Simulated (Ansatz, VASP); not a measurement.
**BaZrO3: VASP beside Ansatz**

File INCAR:

```
SYSTEM = BaZrO3
PREC = Accurate
ENCUT = 910
EDIFF = 1E-6
ISMEAR = 0
SIGMA = 0.02
LREAL = .False.
LASPH = .True.
NELM = 120
ALGO = Normal
ISIF = 2
LWAVE = .False.
LCHARG = .False.
GGA = PE
NBANDS = 28
GGA_COMPAT = .False.
```

File KPOINTS:

```
Automatic mesh
0
Gamma
  6 6 6
  0 0 0
```

File POSCAR:

```
BaZrO3
1.0
    4.1844611199      0.0000000000      0.0000000000
    0.0000000000      4.1844611199      0.0000000000
    0.0000000000      0.0000000000      4.1844611199
Ba Zr O
1 1 3
Direct
    0.0000000000      0.0000000000      0.0000000000
    0.5000000000      0.5000000000      0.5000000000
    0.0000000000      0.5000000000      0.5000000000
    0.5000000000      0.0000000000      0.5000000000
    0.5000000000      0.5000000000      0.0000000000
```

Input for Ansatz:

```yaml
crystal:
  lattice:
    - [4.1844611199, 0.0, 0.0]
    - [0.0, 4.1844611199, 0.0]
    - [0.0, 0.0, 4.1844611199]
  atoms:
    - { symbol: Ba, position: [0.0, 0.0, 0.0] }
    - { symbol: Zr, position: [0.5, 0.5, 0.5] }
    - { symbol: O, position: [0.0, 0.5, 0.5] }
    - { symbol: O, position: [0.5, 0.0, 0.5] }
    - { symbol: O, position: [0.5, 0.5, 0.0] }
basis:
  ecutwfc: 420
kpoints:
  mp_grid: { grid: [6, 6, 6] }
hamiltonian:
  xc: pbe
scf:
  occupations: { method: gaussian, width: 0.02 }
output:
  forces: true
  stress: true
  eigenvalues: true
```

Alike in both runs: task single point; functional PBE; k mesh 6 × 6 × 6; occupations gaussian, width 0.02 eV; no spin polarisation.

|  | VASP | Ansatz |
| --- | --- | --- |
| version | VASP 6.6.1 | Ansatz 0.2.0 |
| potentials or method | VASP PAW PBE potentials, release 64 (Ba_sv, Zr_sv, O_h), cutoff 910 eV | scalar-relativistic, plane waves, PAW |
| valence electrons in the cell | 40 | 40 |

|  | VASP | Ansatz | Ansatz less VASP |
| --- | --- | --- | --- |
| gap on the k mesh at the Fermi level (eV) | 3.21 | 3.25 | +0.046 |
| least direct gap on the mesh (eV) | 3.42 | 3.44 | +0.021 |

Spin-orbit coupling is off throughout. Noted on VASP's run: the cutoff is short for stress, so the pressure is rough.
